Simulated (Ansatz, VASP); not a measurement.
GaN in VASP and in Ansatz

```
CELL_PARAMETERS angstrom
0.00000 2.25350 2.25350
2.25350 0.00000 2.25350
2.25350 2.25350 0.00000
ATOMIC_POSITIONS crystal
Ga 0.00000 0.00000 0.00000
N 0.79438 0.70562 0.79438
```

Alike in both runs: task single point; functional PBE; k mesh 8 × 8 × 8; no spin polarisation.

```csv
,VASP,Ansatz
version,VASP 6.6.1,Ansatz 0.2.0
potentials or method,"VASP PAW PBE potentials, release 64 (Ga_d, N)","plane waves, PAW"
plane-wave cutoff (eV),520,420
occupations,"gaussian, width 0.01 eV",fixed
valence electrons in the cell,18,18
```

```tsv
	VASP	Ansatz	Ansatz less VASP
rms of the force components (eV/Å)	1.342	1.363	+0.0208
```

Atom by atom the forces differ by 0.021 eV/Å (rms over components).
